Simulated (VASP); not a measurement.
# Ta (Cmcm) in VASP: single point with r2SCAN

Aim: the single point of Ta with r2SCAN.

All numbers are computed with VASP 6.6.1; they aren't measurements. Logs are shortened: lines on timing, memory, paths and dates and some standing lists are left out, and cuts for length are marked.

**1. The cell of the first run**

The structure is orthorhombic, space group Cmcm (No. 63). The conventional cell has a = 2.900 Å, b = 5.024 Å, c = 5.166 Å, α = 90.00°, β = 90.00°, γ = 90.00°. Ta (site symmetry m2m) has 12 Ta at 2.86 to 3.23 Å within 3.8 Å.

**2. Single point, r2SCAN (atom 1 (Ta) moved by (-0.450, +0.000) A along y and z)**

POSCAR reads:

```
Ta
1.0
    2.9003720726      0.0000000000      0.0000000000
   -1.4501860363      2.5117958953      0.0000000000
    0.0000000000      0.0000000000      5.1662740000
Ta
2
Direct
    0.5770893246      0.1541786493      0.7500000000
    0.3333333333      0.6666666667      0.2500000000
```

INCAR.step1 reads:

```
SYSTEM = Ta
PREC = Accurate
ENCUT = 520
ISMEAR = 0
SIGMA = 0.15
LREAL = .False.
LASPH = .True.
NELM = 60
NBANDS = 18
GGA = PE
ALGO = Normal
EDIFF = 1E-4
LWAVE = .True.
LCHARG = .False.
```

INCAR.step2 reads:

```
SYSTEM = Ta
PREC = Accurate
ENCUT = 520
EDIFF = 1E-7
ISMEAR = 0
SIGMA = 0.15
LREAL = .False.
LASPH = .True.
NELM = 60
ALGO = Normal
ISIF = 2
LWAVE = .False.
LCHARG = .False.
METAGGA = R2SCAN
LMIXTAU = .True.
NBANDS = 18
ISTART = 1
```

KPOINTS reads:

```
regular mesh
0
Gamma
  18 18 10
  0 0 0
```

Potentials or basis: VASP PAW PBE potentials, release 64 (Ta_pv).

Launch:

```
$ cat potpaw_PBE.64/Ta_pv/POTCAR > POTCAR
$ cp INCAR.step1 INCAR
$ mpirun -np 1 vasp_std > vasp.out
$ cp INCAR.step2 INCAR
$ mpirun -np 1 vasp_std > vasp.out
```

OUTCAR:

```text
SYSTEM = Ta
   PREC = Accurate
   ENCUT = 520
   EDIFF = 1E-7
   ISMEAR = 0
   LREAL = .False.
   LASPH = .True.
   NELM = 60
   ISIF = 2
   METAGGA = R2SCAN
   ISTART = 1

 ion  position               nearest neighbor table
   1  0.577  0.154  0.750-   2 2.86   2 2.86   2 3.23   2 3.23   2 3.23   2 3.23
   2  0.333  0.667  0.250-   1 2.86   1 2.86   1 3.23   1 3.23   1 3.23   1 3.23

  LATTYP: Found a hexagonal cell.
 ALAT       =     2.9003720726
 C/A-ratio  =     1.7812452577

  Lattice vectors:

 A1 = (   2.9003720726,   0.0000000000,   0.0000000000)
 A2 = (  -1.4501860363,   2.5117958953,   0.0000000000)
 A3 = (   0.0000000000,   0.0000000000,   5.1662740000)

Analysis of symmetry for initial positions (statically):
=====================================================================
 Subroutine PRICEL returns:
 Original cell was already a primitive cell.

 Routine SETGRP: Setting up the symmetry group for a
 hexagonal supercell.

 Subroutine GETGRP returns: Found  8 space group operations
 (whereof  2 operations were pure point group operations)
 out of a pool of 24 trial point group operations.

The static configuration has the point symmetry C_1h.
 The point group associated with its full space group is D_2h.

Analysis of symmetry for dynamics (positions and initial velocities):
=====================================================================
 Subroutine PRICEL returns:
 Original cell was already a primitive cell.

 Routine SETGRP: Setting up the symmetry group for a
 hexagonal supercell.

 Subroutine GETGRP returns: Found  8 space group operations
 (whereof  2 operations were pure point group operations)
 out of a pool of 24 trial point group operations.

The dynamic configuration has the point symmetry C_1h.
 The point group associated with its full space group is D_2h.

 Subroutine INISYM returns: Found  8 space group operations
 (whereof  2 operations are pure point group operations),
 and found     1 'primitive' translations

----------------------------------------------------------------------------------------

                                     Primitive cell

  volume of cell :      37.6370

  direct lattice vectors                    reciprocal lattice vectors
     2.900372073  0.000000000  0.000000000     0.344783350  0.199060760  0.000000000
    -1.450186036  2.511795895  0.000000000     0.000000000  0.398121520  0.000000000
     0.000000000  0.000000000  5.166274000     0.000000000  0.000000000  0.193563098

  length of vectors
     2.900372073  2.900372073  5.166274000     0.398121520  0.398121520  0.193563098

  position of ions in fractional coordinates (direct lattice)
     0.577089325  0.154178649  0.750000000
     0.333333333  0.666666667  0.250000000

  ion indices of the primitive-cell ions
   primitive index   ion index
                 1           1
                 2           2

----------------------------------------------------------------------------------------

 KPOINTS: regular mesh

Automatic generation of k-mesh.
 Grid dimensions read from file:
 generate k-points for:   18   18   10

 Generating k-lattice:

  Cartesian coordinates                     Fractional coordinates (reciprocal lattice)
     0.019154631  0.011058931  0.000000000     0.055555556  0.000000000  0.000000000
     0.000000000  0.022117862  0.000000000     0.000000000  0.055555556  0.000000000
     0.000000000  0.000000000  0.019356310     0.000000000  0.000000000  0.100000000

  Length of vectors
     0.022117862  0.022117862  0.019356310

  Shift w.r.t. Gamma in fractional coordinates (k-lattice)
     0.000000000  0.000000000  0.000000000

 Subroutine IBZKPT returns following result:
 ===========================================

 Found    546 irreducible k-points:

 Following reciprocal coordinates:
            Coordinates               Weight
  0.000000  0.000000  0.000000      1.000000
  0.055556  0.000000  0.000000      4.000000
  0.000000  0.055556  0.000000      2.000000
  0.111111  0.000000  0.000000      4.000000
  0.000000  0.111111  0.000000      2.000000
  0.166667  0.000000  0.000000      4.000000
[... 16 lines left out ...]
 -0.055556  0.166667  0.000000      4.000000
 -0.166667  0.111111  0.000000      4.000000
 [... further k-points ...]
   k-points           NKPTS =    546   k-points in BZ     NKDIM =    546   number of bands    NBANDS=     18
   number of dos      NEDOS =    301   number of ions     NIONS =      2
   total plane-waves  NPLWV =  23040
   dimension x,y,z NGX =    24 NGY =   24 NGZ =   40
   dimension x,y,z NGXF=    48 NGYF=   48 NGZF=   80
   ions per type =               2
   NGX,Y,Z   is equivalent  to a cutoff of  13.76, 13.76, 12.87 a.u.
   NGXF,Y,Z  is equivalent  to a cutoff of  27.51, 27.51, 25.74 a.u.
 SYSTEM =  Ta
   PREC   = accura    normal or accurate (medium, high low for compatibility)
   ISTART =      1    job   : 0-new  1-cont  2-samecut
   ICHARG =      0    charge: 1-file 2-atom 10-const
   ISPIN  =      1    spin polarized calculation?
   LNONCOLLINEAR =      F non collinear calculations
   LSORBIT =      F    spin-orbit coupling
   LASPH  =      T    aspherical Exc in radial PAW
   ENCUT  =  520.0 eV  38.22 Ry    6.18 a.u.   5.39  5.39  9.61*2*pi/ulx,y,z
   NELM   =     60;   NELMIN=  2; NELMDL=  0     # of ELM steps
   EDIFF  = 0.1E-06   stopping-criterion for ELM
   LREAL  =      F    real-space projection
   EDIFFG = 0.1E-05   stopping-criterion for IOM
   NSW    =      0    number of steps for IOM
   IBRION =     -1    ionic relax: 0-MD 1-quasi-New 2-CG
   NFREE  =      0    steps in history (QN), initial steepest desc. (CG)
   ISIF   =      2    stress and relaxation
   ISYM   =      2    0-nonsym 1-usesym 2-fastsym
   POTIM  = 0.5000    time-step for ionic-motion
   TEBEG  =    0.0;   TEEND  =   0.0 temperature during run
   PSTRESS=    0.0 pullay stress
   NELECT =      22.0000    total number of electrons
   NUPDOWN=      -1.0000    fix difference up-down
   EMIN   =  10.00;   EMAX   =-10.00  energy-range for DOS
   EFERMI =   0.00;   METHOD = LEGACY
   ISMEAR =     0;   SIGMA  =   0.15  broadening in eV -4-tet -1-fermi 0-gaus
   EFERMI_NEDOS =   21; number of points for ismear=-14 and -15
   IALGO  =     38    algorithm
   IMIX   =      4    mixing-type and parameters
     AMIX     =   0.40;   BMIX     =  1.00
     AMIX_MAG =   1.60;   BMIX_MAG =  1.00
  volume/ion in A,a.u.               =      18.82       126.99
  Fermi-wavevector in a.u.,A,eV,Ry     =   1.368812  2.586680 25.492516  1.873647
  Thomas-Fermi vector in A             =   2.494743
   LORBIT       =      0    0 simple, 1 ext, 2 COOP (PROOUT), +10 PAW based schemes
   METAGGA = R2SCAN    functional components
   LHFCALC =     F    Hartree Fock is set to
   AEXX    =    0.0000 exact exchange contribution
   IVDW    =     0    specifies the selected vdW correction
   LEPSILON=     F    determine dielectric tensor
   LRPA    =     F    only Hartree local field effects (RPA)
 non-spin polarized calculation
 Gauss-broadening in eV      SIGMA  =   0.15
  energy-cutoff  :      520.00
  volume of cell :       37.64
 maximum number of plane-waves:      1039
 NGX is ok and might be reduce to    24
   NGX = 11   NGY = 11   NGZ = 19

 number of electron      22.0000003 magnetization

 Free energy of the ion-electron system (eV)
  ---------------------------------------------------
  ext. energy  EPLUGINS =         0.00000000
  ---------------------------------------------------
  free energy    TOTEN  =       -96.57183736 eV

  energy without entropy =      -96.54360435  energy(sigma->0) =      -96.55772085

 E-fermi :   5.3910     XC(G=0): -13.4915

 val. band max:        5.3908344768   @ k =   0.0000   0.3333   0.4000
 cond. band min:       5.3942722492   @ k =   0.2222   0.2222   0.2000
 fundamental gap:      0.0034377724
 Fermi energy:         5.3909933214

 k-point     1 :       0.0000    0.0000    0.0000
  band No.  band energies     occupation
      1     -30.4470      2.00000
      2     -29.4580      2.00000
      3     -29.3878      2.00000
      4     -29.3694      2.00000
      5     -29.3584      2.00000
      6     -29.2652      2.00000
[... 10 lines left out ...]
     17       9.9052      0.00000
     18      11.2797      0.00000

 k-point     2 :       0.0556    0.0000    0.0000
  band No.  band energies     occupation
      1     -30.4381      2.00000
      2     -29.4576      2.00000
      3     -29.4135      2.00000
      4     -29.3929      2.00000
      5     -29.3796      2.00000
      6     -29.2784      2.00000
[... 10 lines left out ...]
     17       9.9836      0.00000
     18      11.4069      0.00000

 k-point     3 :       0.0000    0.0556    0.0000
  band No.  band energies     occupation
      1     -30.4361      2.00000
      2     -29.4598      2.00000
      3     -29.4208      2.00000
      4     -29.3851      2.00000
      5     -29.3579      2.00000
      6     -29.3010      2.00000
[... 10 lines left out ...]
     17      10.2393      0.00000
     18      11.4993      0.00000

 k-point     4 :       0.1111    0.0000    0.0000
  band No.  band energies     occupation
      1     -30.4122      2.00000
      2     -29.5141      2.00000
      3     -29.4714      2.00000
      4     -29.4567      2.00000
      5     -29.4101      2.00000
      6     -29.3079      2.00000
[... 375 lines left out ...]
      4     -29.4624      2.00000
      5     -29.4239      2.00000
      6     -29.3586      2.00000
[... 10 lines left out ...]
     17      10.2513      0.00000
     18      12.4001      0.00000

 k-point    23 :      -0.0556    0.1667    0.0000
  band No.  band energies     occupation
      1     -30.3753      2.00000
      2     -29.5966      2.00000
      3     -29.5218      2.00000
      4     -29.4691      2.00000
      5     -29.4225      2.00000
      6     -29.3869      2.00000
[... 10 lines left out ...]
     17      10.6007      0.00000
     18      12.6012      0.00000

 k-point    24 :      -0.1667    0.1111    0.0000
  band No.  band energies     occupation
      1     -30.3911      2.00000
      2     -29.6043      2.00000
      3     -29.5639      2.00000
      4     -29.4523      2.00000
      5     -29.4353      2.00000
      6     -29.3216      2.00000
[... 10 lines left out ...]
     17      10.9644      0.00000
     18      11.6007      0.00000

 [... further k-points ...]
[... 5 lines left out ...]
  --------------------------------------------------------------------------------------
  -------------------------------------------------------------------------------------
  Total       -1.8871186      1.5999766     -1.2221337      0.0000000     -0.0000000      0.0000000
  in kB      -80.3330542     68.1096601    -52.0252069      0.0000000     -0.0000000      0.0000000
  external PRESSURE =     -21.4162003 kB  Pullay stress =       0.0000000 kB

 VOLUME and BASIS-vectors are now :
 -----------------------------------------------------------------------------
  energy-cutoff  :      520.00
  volume of cell :       37.64
      direct lattice vectors                 reciprocal lattice vectors
     2.900372073  0.000000000  0.000000000     0.344783350  0.199060760  0.000000000
    -1.450186036  2.511795895  0.000000000     0.000000000  0.398121520  0.000000000
     0.000000000  0.000000000  5.166274000     0.000000000  0.000000000  0.193563098

 POSITION                                       TOTAL-FORCE (eV/Angst)
 -----------------------------------------------------------------------------------
      1.45019      0.38727      3.87471         0.000000      0.311823      0.000000
     -0.00000      1.67453      1.29157         0.000000     -0.311823      0.000000
 -----------------------------------------------------------------------------------
    total drift:                                0.000000      0.000003      0.000000

  FREE ENERGIE OF THE ION-ELECTRON SYSTEM (eV)
  ---------------------------------------------------
  free  energy   TOTEN  =       -96.5718373571 eV

  energy  without entropy=      -96.5436043468  energy(sigma->0) =      -96.55772085
```

Run time: 28 min. Hardware: 1 thread of Oxide Virtual Turin-like, shared host; peak memory 0.38 GiB.

Results:

```
Free energy            : -96.5718 eV
Pressure               : -2.1 GPa
Largest force          : 0.312 eV/Å
Band gap on the k mesh : zero (bands 11 and 12 overlap by 2.78 eV)
```

Forces on the atoms (eV/Å):
```
Ta   0.000  0.312  0.000
Ta   0.000 -0.312  0.000
```

Levels at points of the mesh, in eV from the Fermi level:
```csv
k point,band 9,band 10,band 11,band 12,band 13,band 14
"(0.00, 0.00, 0.00)",-1.06,-0.28,0.69,0.99,1.03,1.62
"(0.50, 0.00, 0.00)",-3.72,-0.26,0.12,0.75,1.57,4.71
"(0.00, 0.50, 0.00)",-2.14,-2.07,-1.21,0.30,1.25,5.87
"(0.00, 0.00, 0.50)",-1.35,-1.35,0.74,0.74,1.02,1.02
"(0.50, 0.00, 0.50)",-2.52,-2.52,1.03,1.03,3.39,3.39
"(0.00, 0.50, 0.50)",-2.41,-2.41,1.68,1.68,2.98,2.98
```

Caveat: the cell differs from its parent crystal (atom 1 (Ta) moved by (-0.450, +0.000) A along y and z); the stress differs along the axes, from -8 to 7 GPa; the PAW data sets were made with another functional, which shifts forces and pressure a little; spin-orbit coupling is left out, which moves the levels of the heavy elements.
